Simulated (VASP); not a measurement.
# SiGeW3 (P4/mmm) in VASP: notebook, part 3 of 3

VASP 6.6.1. The steps go on from the part before.

### Step 5. Relaxation of cell and atoms, PBE

File INCAR:

```
PREC = Accurate ; ENCUT = 600
EDIFF = 1E-6 ; ISMEAR = 0
SIGMA = 0.1 ; LREAL = F
LASPH = T ; NELM = 100
ALGO = Fast ; ISIF = 3
LWAVE = F ; LCHARG = F
GGA = PE ; IBRION = 2
NSW = 90 ; EDIFFG = -0.04
```

File KPOINTS:

```
Automatic mesh
0
Gamma
  6 6 2
```

File POSCAR:

```
SiGeW3
1.0
    3.3624482889      0.0000000000      0.0000000000
    0.0000000000      3.3624482889      0.0000000000
    0.0000000000      0.0000000000      7.5999980298
Si Ge W
1 1 3
Direct
    0.5000000000      0.5000000000      0.0000000000
    0.0000000000      0.0000000000      0.5000000000
    0.0000000000      0.0000000000      0.8363031315
    0.0000000000      0.0000000000      0.1636968685
    0.5000000000      0.5000000000      0.5000000000
```

Potentials or basis: VASP PAW PBE potentials, release 64 (Si, Ge_d, W_sv).

On the command line:

```bash
$ cat potpaw_PBE.64/Si/POTCAR potpaw_PBE.64/Ge_d/POTCAR potpaw_PBE.64/W_sv/POTCAR > POTCAR
$ mpirun -np 1 vasp_std > vasp.out
```

OUTCAR:

```text
PREC = Accurate
   ENCUT = 600
   EDIFF = 1E-6
   ISMEAR = 0
   LREAL = F
   LASPH = T
   NELM = 100
   ISIF = 3
   GGA = PE
   IBRION = 2
   NSW = 90
   EDIFFG = -0.04

 ion  position               nearest neighbor table
   1  0.500  0.500  0.000-   3 2.68   4 2.68   3 2.68   4 2.68   3 2.68   4 2.68   3 2.68   4 2.68

   2  0.000  0.000  0.500-   5 2.38   5 2.38   5 2.38   5 2.38   3 2.56   4 2.56
   3  0.000  0.000  0.836-   4 2.49   2 2.56   1 2.68   1 2.68   1 2.68   1 2.68   5 3.49   5 3.49
                             5 3.49   5 3.49
   4  0.000  0.000  0.164-   3 2.49   2 2.56   1 2.68   1 2.68   1 2.68   1 2.68   5 3.49   5 3.49
                             5 3.49   5 3.49
   5  0.500  0.500  0.500-   2 2.38   2 2.38   2 2.38   2 2.38   3 3.49   4 3.49   4 3.49   3 3.49
                             4 3.49   3 3.49   3 3.49   4 3.49

  LATTYP: Found a simple tetragonal cell.
 ALAT       =     3.3624482889
 C/A-ratio  =     2.2602572224

  Lattice vectors:

 A1 = (   3.3624482889,   0.0000000000,   0.0000000000)
 A2 = (   0.0000000000,   3.3624482889,   0.0000000000)
 A3 = (   0.0000000000,   0.0000000000,   7.5999980298)

Analysis of symmetry for initial positions (statically):
=====================================================================
 Subroutine PRICEL returns:
 Original cell was already a primitive cell.

 Routine SETGRP: Setting up the symmetry group for a
 simple tetragonal supercell.

 Subroutine GETGRP returns: Found 16 space group operations
 (whereof 16 operations were pure point group operations)
 out of a pool of 16 trial point group operations.

The static configuration has the point symmetry D_4h.

Analysis of symmetry for dynamics (positions and initial velocities):
=====================================================================
 Subroutine PRICEL returns:
 Original cell was already a primitive cell.

 Routine SETGRP: Setting up the symmetry group for a
 simple tetragonal supercell.

 Subroutine GETGRP returns: Found 16 space group operations
 (whereof 16 operations were pure point group operations)
 out of a pool of 16 trial point group operations.

The dynamic configuration has the point symmetry D_4h.

 Subroutine INISYM returns: Found 16 space group operations
 (whereof 16 operations are pure point group operations),
 and found     1 'primitive' translations

----------------------------------------------------------------------------------------

                                     Primitive cell

  volume of cell :      85.9260

  direct lattice vectors                    reciprocal lattice vectors
     3.362448289  0.000000000  0.000000000     0.297402343  0.000000000  0.000000000
     0.000000000  3.362448289  0.000000000     0.000000000  0.297402343  0.000000000
     0.000000000  0.000000000  7.599998030     0.000000000  0.000000000  0.131578981

  length of vectors
     3.362448289  3.362448289  7.599998030     0.297402343  0.297402343  0.131578981

  position of ions in fractional coordinates (direct lattice)
     0.500000000  0.500000000  0.000000000
     0.000000000  0.000000000  0.500000000
     0.000000000  0.000000000  0.836303132
     0.000000000  0.000000000  0.163696868
     0.500000000  0.500000000  0.500000000

  ion indices of the primitive-cell ions
   primitive index   ion index
                 1           1
                 2           2
                 3           3
                 4           4
                 5           5

----------------------------------------------------------------------------------------

 KPOINTS: Automatic mesh

Automatic generation of k-mesh.
 Grid dimensions read from file:
 generate k-points for:    6    6    2

 Generating k-lattice:

  Cartesian coordinates                     Fractional coordinates (reciprocal lattice)
     0.049567057  0.000000000  0.000000000     0.166666667  0.000000000  0.000000000
     0.000000000  0.049567057  0.000000000     0.000000000  0.166666667  0.000000000
     0.000000000  0.000000000  0.065789491     0.000000000  0.000000000  0.500000000

  Length of vectors
     0.049567057  0.049567057  0.065789491

  Shift w.r.t. Gamma in fractional coordinates (k-lattice)
     0.000000000  0.000000000  0.000000000

 Subroutine IBZKPT returns following result:
 ===========================================

 Found     20 irreducible k-points:

 Following reciprocal coordinates:
            Coordinates               Weight
  0.000000  0.000000  0.000000      1.000000
  0.166667  0.000000  0.000000      4.000000
  0.333333  0.000000  0.000000      4.000000
  0.500000  0.000000  0.000000      2.000000
  0.166667  0.166667  0.000000      4.000000
  0.333333  0.166667  0.000000      8.000000
[... 12 lines left out ...]
  0.500000  0.333333  0.500000      4.000000
  0.500000  0.500000  0.500000      1.000000
   k-points           NKPTS =     20   k-points in BZ     NKDIM =     20   number of bands    NBANDS=     36
   number of dos      NEDOS =    301   number of ions     NIONS =      5
   total plane-waves  NPLWV =  50176
   dimension x,y,z NGX =    28 NGY =   28 NGZ =   64
   dimension x,y,z NGXF=    56 NGYF=   56 NGZF=  128
   ions per type =               1   1   3
   NGX,Y,Z   is equivalent  to a cutoff of  13.84, 13.84, 14.00 a.u.
   NGXF,Y,Z  is equivalent  to a cutoff of  27.69, 27.69, 28.00 a.u.
 SYSTEM =  unknown system
   PREC   = accura    normal or accurate (medium, high low for compatibility)
   ISTART =      0    job   : 0-new  1-cont  2-samecut
   ICHARG =      2    charge: 1-file 2-atom 10-const
   ISPIN  =      1    spin polarized calculation?
   LNONCOLLINEAR =      F non collinear calculations
   LSORBIT =      F    spin-orbit coupling
   LASPH  =      T    aspherical Exc in radial PAW
   ENCUT  =  600.0 eV  44.10 Ry    6.64 a.u.   6.72  6.72 15.18*2*pi/ulx,y,z
   NELM   =    100;   NELMIN=  2; NELMDL= -5     # of ELM steps
   EDIFF  = 0.1E-05   stopping-criterion for ELM
   LREAL  =      F    real-space projection
   EDIFFG = -.4E-01   stopping-criterion for IOM
   NSW    =     90    number of steps for IOM
   IBRION =      2    ionic relax: 0-MD 1-quasi-New 2-CG
   NFREE  =      1    steps in history (QN), initial steepest desc. (CG)
   ISIF   =      3    stress and relaxation
   ISYM   =      2    0-nonsym 1-usesym 2-fastsym
   POTIM  = 0.5000    time-step for ionic-motion
   TEBEG  =    0.0;   TEEND  =   0.0 temperature during run
   PSTRESS=    0.0 pullay stress
   NELECT =      60.0000    total number of electrons
   NUPDOWN=      -1.0000    fix difference up-down
   EMIN   =  10.00;   EMAX   =-10.00  energy-range for DOS
   EFERMI =   0.00;   METHOD = LEGACY
   ISMEAR =     0;   SIGMA  =   0.10  broadening in eV -4-tet -1-fermi 0-gaus
   EFERMI_NEDOS =   21; number of points for ismear=-14 and -15
   IALGO  =     68    algorithm
   IMIX   =      4    mixing-type and parameters
     AMIX     =   0.40;   BMIX     =  1.00
     AMIX_MAG =   1.60;   BMIX_MAG =  1.00
  volume/ion in A,a.u.               =      17.19       115.97
  Fermi-wavevector in a.u.,A,eV,Ry     =   1.452391  2.744622 28.700685  2.109441
  Thomas-Fermi vector in A             =   2.569779
   LORBIT       =      0    0 simple, 1 ext, 2 COOP (PROOUT), +10 PAW based schemes
   GGA     = PE    functional components
   LHFCALC =     F    Hartree Fock is set to
   AEXX    =    0.0000 exact exchange contribution
   IVDW    =     0    specifies the selected vdW correction
   LEPSILON=     F    determine dielectric tensor
   LRPA    =     F    only Hartree local field effects (RPA)
 conjugate gradient relaxation of ions
 non-spin polarized calculation
 RMM-DIIS sequential band-by-band and
 Gauss-broadening in eV      SIGMA  =   0.10
  energy-cutoff  :      600.00
  volume of cell :       85.93
 maximum number of plane-waves:      2936
 NGX is ok and might be reduce to    28
   NGX = 13   NGY = 13   NGZ = 31

--------------------------------------- Ionic step        1  -------------------------------------------

 number of electron      59.9999989 magnetization

 Free energy of the ion-electron system (eV)
  ---------------------------------------------------
  ext. energy  EPLUGINS =         0.00000000
  ---------------------------------------------------
  free energy    TOTEN  =       -44.11515815 eV

  energy without entropy =      -44.09931506  energy(sigma->0) =      -44.10723660

------------------------ aborting loop because EDIFF is reached ----------------------------------------

  FORCE on cell =-STRESS in cart. coord.  units (eV):
  Direction    XX          YY          ZZ          XY          YZ          ZX
  --------------------------------------------------------------------------------------
  -------------------------------------------------------------------------------------
  Total       -0.3470991     -0.3470991      0.2421971      0.0000000      0.0000000     -0.0000000
  in kB       -6.4720120     -6.4720120      4.5160088      0.0000000      0.0000000     -0.0000000
  external PRESSURE =      -2.8093384 kB  Pullay stress =       0.0000000 kB
[... 141 lines left out ...]
  energy  without entropy=      -44.1208402018  energy(sigma->0) =      -44.12623359

--------------------------------------- Ionic step        5  -------------------------------------------

 number of electron      59.9999984 magnetization

 Free energy of the ion-electron system (eV)
  ---------------------------------------------------
  ext. energy  EPLUGINS =         0.00000000
  ---------------------------------------------------
  free energy    TOTEN  =       -44.13412983 eV

  energy without entropy =      -44.12301513  energy(sigma->0) =      -44.12857248

 E-fermi :   9.3221     XC(G=0): -12.3054

 val. band max:        9.2155440135   @ k =   0.1667   0.1667   0.0000
 cond. band min:       9.3335940707   @ k =   0.0000   0.0000   0.5000
 fundamental gap:      0.1180500572
 Fermi energy:         9.3221147312

 k-point     1 :       0.0000    0.0000    0.0000
  band No.  band energies     occupation
      1     -65.0259      2.00000
      2     -64.8739      2.00000
      3     -64.8016      2.00000
      4     -29.4636      2.00000
      5     -29.4097      2.00000
      6     -29.4097      2.00000
[... 801 lines left out ...]
  FREE ENERGIE OF THE ION-ELECTRON SYSTEM (eV)
  ---------------------------------------------------
  free  energy   TOTEN  =       -44.1341298343 eV

  energy  without entropy=      -44.1230151304  energy(sigma->0) =      -44.12857248

 reached required accuracy - stopping structural energy minimisation
```

Run time: 4.4 min. Hardware: 1 thread of Intel Xeon 6975P-C (Granite Rapids), shared host; peak memory 0.26 GiB.

What came out:

```yaml
Free_energy: -44.1341 eV
Relaxed_volume: 17.03 Å³/atom
Relaxed_cell: a = 3.350 Å, b = 3.350 Å, c = 7.589 Å, α = 90.00°, β = 90.00°, γ = 90.00°
Space_group_after_relaxing_to_0.1_Å: P4/mmm (No. 123)
Energy_gained_by_relaxing: 3.8 meV/atom
Ionic_steps: 5
Pressure_after_relaxing: 0.1 GPa
Largest_force_after_relaxing: 0.005 eV/Å
Band_gap_on_the_k_mesh: zero (bands 30 and 31 overlap by 2.21 eV)
```

Forces in eV/Å, atoms in the order of the input:
```
Si   0.000  0.000  0.000
Ge   0.000  0.000  0.000
W    0.000  0.000 -0.005
W    0.000  0.000  0.005
W    0.000  0.000  0.000
```

The path:
```tsv
step	energy change (eV)	largest force (eV/Å)	pressure (GPa)	volume (Å³)
1	0.0000	0.6483	-0.28	85.93
2	-0.0157	0.1997	-0.84	85.55
3	-0.0174	0.0072	-0.77	85.64
4	-0.0165	0.0012	1.38	84.61
5	-0.0190	0.0051	0.15	85.17
```

Final structure:
```yaml
crystal:
  lattice:
    - [3.35021, 0.00000, 0.00000]
    - [0.00000, 3.35021, 0.00000]
    - [0.00000, 0.00000, 7.58870]
  atoms:
    - { symbol: Si, position: [0.50000, 0.50000, 0.00000] }
    - { symbol: Ge, position: [0.00000, 0.00000, 0.50000] }
    - { symbol: W, position: [0.00000, 0.00000, 0.83279] }
    - { symbol: W, position: [0.00000, 0.00000, 0.16721] }
    - { symbol: W, position: [0.50000, 0.50000, 0.50000] }
```

Caveat: the k points lie up to 0.41 Å⁻¹ apart in the final cell, too coarse for converged energies and pressures of a metal; spin-orbit coupling is left out, which moves the levels of the heavy elements.

### Step 6. Single point, PBE

This run uses another cell than the first one, of 17.07 Å³/atom.

File INCAR:

```
SYSTEM = SiGeW3
PREC = Accurate ; ENCUT = 520
EDIFF = 1E-6 ; ISMEAR = 0
SIGMA = 0.1 ; LREAL = .False.
LASPH = .True. ; NELM = 100
ALGO = Fast ; ISIF = 2
LWAVE = .False. ; LCHARG = .False.
GGA = PE ; NBANDS = 38
```

File KPOINTS:

```
regular mesh
0
Gamma
  12 12 6
  0 0 0
```

File POSCAR:

```
SiGeW3
1.0
    3.3492434946      0.0000000000      0.0000000000
    0.0000000000      3.3492434946      0.0000000000
    0.0000000000      0.0000000000      7.6096105777
Si Ge W
1 1 3
Direct
    0.5000000000      0.5000000000      0.0000000000
    0.0000000000      0.0000000000      0.5000000000
    0.0000000000      0.0000000000      0.8345845615
    0.0000000000      0.0000000000      0.1654154385
    0.5000000000      0.5000000000      0.5000000000
```

Potentials or basis: VASP PAW PBE potentials, release 64 (Si, Ge_d, W_sv).

On the command line:

```bash
$ cat potpaw_PBE.64/Si/POTCAR potpaw_PBE.64/Ge_d/POTCAR potpaw_PBE.64/W_sv/POTCAR > POTCAR
$ mpirun -np 1 vasp_std > vasp.out
```

OUTCAR:

```text
SYSTEM = SiGeW3
   PREC = Accurate
   ENCUT = 520
   EDIFF = 1E-6
   ISMEAR = 0
   LREAL = .False.
   LASPH = .True.
   NELM = 100
   ISIF = 2
   GGA = PE

 ion  position               nearest neighbor table
   1  0.500  0.500  0.000-   3 2.68   4 2.68   3 2.68   4 2.68   3 2.68   4 2.68   3 2.68   4 2.68

   2  0.000  0.000  0.500-   5 2.37   5 2.37   5 2.37   5 2.37   3 2.55   4 2.55
   3  0.000  0.000  0.835-   4 2.52   2 2.55   1 2.68   1 2.68   1 2.68   1 2.68   5 3.48   5 3.48
                             5 3.48   5 3.48
   4  0.000  0.000  0.165-   3 2.52   2 2.55   1 2.68   1 2.68   1 2.68   1 2.68   5 3.48   5 3.48
[... 1194 lines left out ...]
  -------------------------------------------------------------------------------------
  Total        0.1449376      0.1449376      0.2105614      0.0000000      0.0000000      0.0000000
  in kB        2.7204187      2.7204187      3.9521497      0.0000000      0.0000000      0.0000000
  external PRESSURE =       3.1309957 kB  Pullay stress =       0.0000000 kB

 VOLUME and BASIS-vectors are now :
 -----------------------------------------------------------------------------
  energy-cutoff  :      520.00
  volume of cell :       85.36
      direct lattice vectors                 reciprocal lattice vectors
     3.349243495  0.000000000  0.000000000     0.298574888  0.000000000  0.000000000
     0.000000000  3.349243495  0.000000000     0.000000000  0.298574888  0.000000000
     0.000000000  0.000000000  7.609610578     0.000000000  0.000000000  0.131412769

 POSITION                                       TOTAL-FORCE (eV/Angst)
 -----------------------------------------------------------------------------------
      1.67462      1.67462      0.00000        -0.000000     -0.000000     -0.000000
      0.00000      0.00000      3.80481        -0.000000     -0.000000     -0.000000
      0.00000      0.00000      6.35086        -0.000000      0.000000     -0.011513
      0.00000      0.00000      1.25875         0.000000     -0.000000      0.011513
      1.67462      1.67462      3.80481        -0.000000     -0.000000     -0.000000
 -----------------------------------------------------------------------------------
    total drift:                                0.000000      0.000000      0.000000

  FREE ENERGIE OF THE ION-ELECTRON SYSTEM (eV)
  ---------------------------------------------------
  free  energy   TOTEN  =       -44.1017616251 eV

  energy  without entropy=      -44.0881742131  energy(sigma->0) =      -44.09496792
```

stdout:

```text
POSCAR found type information on POSCAR SiGeW
 POSCAR found :  3 types and       5 ions
 scaLAPACK will be used
 LDA part: xc-table for (Slater+PW92), standard interpolation
 POSCAR, INCAR and KPOINTS ok, starting setup
 FFT: planning ... GRIDC
 FFT: planning ... GRID_SOFT
 FFT: planning ... GRID
 WAVECAR not read
 entering main loop
WARNING in EDDRMM: call to ZHEGV failed, returncode =   6  3     30
WARNING in EDDRMM: call to ZHEGV failed, returncode =   6  3     32
WARNING in EDDRMM: call to ZHEGV failed, returncode =   8  4     29
WARNING in EDDRMM: call to ZHEGV failed, returncode =   8  4     31
WARNING in EDDRMM: call to ZHEGV failed, returncode =   6  3     29
WARNING in EDDRMM: call to ZHEGV failed, returncode =   6  3     28
```

Run time: 6.3 min. Hardware: 1 thread of Intel Xeon 6975P-C (Granite Rapids), shared host; peak memory 0.44 GiB.

Results:

```yaml
Free_energy: -44.1018 eV
Pressure: 0.3 GPa
Largest_force: 0.012 eV/Å
Band_gap_on_the_k_mesh: zero (bands 30 and 31 overlap by 2.17 eV)
```

Forces on the atoms (eV/Å):
```
Si   0.000  0.000  0.000
Ge   0.000  0.000  0.000
W    0.000  0.000 -0.012
W    0.000  0.000  0.012
W    0.000  0.000  0.000
```

Levels at points of the mesh, in eV from the Fermi level:
```
           k point  band 28  band 29  band 30  band 31  band 32  band 33
(0.00, 0.00, 0.00)    -1.53    -0.37    -0.37    -0.36     0.73     1.37
(0.50, 0.00, 0.00)    -1.74    -0.91    -0.57    -0.31     1.06     1.21
(0.50, 0.50, 0.00)    -2.05    -0.20     1.81     2.03     2.11     2.11
(0.00, 0.00, 0.50)    -0.46    -0.33     0.09     0.09     0.30     0.30
(0.50, 0.00, 0.50)    -1.74    -1.17    -0.17    -0.10     0.58     1.26
(0.50, 0.50, 0.50)     0.86     1.81     1.81     1.91     1.91     2.45
```

Caveat: spin-orbit coupling is left out, which moves the levels of the heavy elements.

### Step 7. Summary

```tsv
task	cell	k mesh	cutoff (eV)	gap on the mesh (eV)	pressure (GPa)	largest force (eV/Å)
single point	a = 3.362, b = 3.362, c = 7.600 Å, 5 atoms, atomic positions A	4 × 4 × 4	520	none	0.3	0.01
single point	a = 3.352, b = 3.352, c = 7.576 Å, 5 atoms, atomic positions B	6 × 6 × 2	520	none	0.3	0.02
single point	a = 4.204, b = 4.204, c = 5.782 Å, 5 atoms, atomic positions C	4 × 4 × 4	520	none	40.1	28.59
relaxation of cell and atoms	relaxed from a = 3.362, b = 3.362, c = 7.600 Å, 5 atoms, atomic positions A	6 × 6 × 2	600	none	0.1	0.01
single point	a = 3.349, b = 3.349, c = 7.610 Å, 5 atoms, atomic positions A	12 × 12 × 6	520	none	0.3	0.01
```

Alike in all rows: level PBE; potentials or basis VASP PAW PBE potentials, release 64 (Si, Ge_d, W_sv); no spin polarisation; smearing gaussian 0.1 eV.

Caveats: some runs use coarse meshes; spin-orbit coupling is left out, which moves the levels of the heavy elements; atoms lie so close that the PAW spheres overlap strongly, which falsifies energies and pressures (at least some runs); forces of over 1 eV/Å act on the atoms, so gaps and moduli don't describe the material at rest (at least some runs).

Total energies depend on the potentials used, so only differences within one code and one set of settings carry meaning.
